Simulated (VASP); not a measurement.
Write the native input for VASP 6.6.1 that does the following.

| Property | Result |
| --- | --- |
| Task | single point |
| Functional | PBE |
| Potentials or basis | VASP PAW PBE potentials, release 64 (Hf_pv, B, S) |
| Cutoff | 520 eV |
| k mesh | 12 × 12 × 4 |
| Occupations | gaussian, width 0.1 eV |
| Spin | no spin polarisation |
| Dipole correction | no |
| Further INCAR settings | ALGO = Normal; EDIFF = 1e-06; NBANDS = 26 |

The structure of HfB2S3 lies in POSCAR:

```
HfB2S3
1.0
    3.7415950401      0.0000000000      0.0000000000
   -1.8707975201      3.2403163554      0.0000000000
    0.0000000000      0.0000000000      9.8252409473
Hf B S
1 2 3
Direct
    0.3333333333      0.6666666667      0.5000000000
    0.3333333333      0.6666666667      0.0814025381
    0.3333333333      0.6666666667      0.9185974619
    0.0000000000      0.0000000000      0.0000000000
    0.3333333333      0.6666666667      0.2590027726
    0.3333333333      0.6666666667      0.7409972274
```

The input as run:

INCAR

```
PREC = Accurate ; ENCUT = 520
EDIFF = 1E-6 ; ISMEAR = 0
SIGMA = 0.1 ; LREAL = F
LASPH = T ; NELM = 100
ALGO = Normal ; ISIF = 2
LWAVE = F ; LCHARG = F
GGA = PE ; NBANDS = 26
```

KPOINTS

```
Automatic mesh
0
Gamma
  12 12 4
```

Potentials or basis: VASP PAW PBE potentials, release 64 (Hf_pv, B, S).

Launch:

```sh
$ cat potpaw_PBE.64/Hf_pv/POTCAR potpaw_PBE.64/B/POTCAR potpaw_PBE.64/S/POTCAR > POTCAR
$ mpirun -np 1 vasp_std > vasp.out
```

It gave:

The pressure is -0.3 GPa and the largest force is 0.056 eV/Å. The band gap on the k mesh is zero (bands 17 and 18 overlap by 0.45 eV).

Caveat: spin-orbit coupling is left out, which moves the levels of the heavy elements.

Run time: 90 s on 1 thread of Intel(R) Xeon(R) 6975P-C (Granite Rapids), with other jobs on the host, peak memory 0.33 GiB.
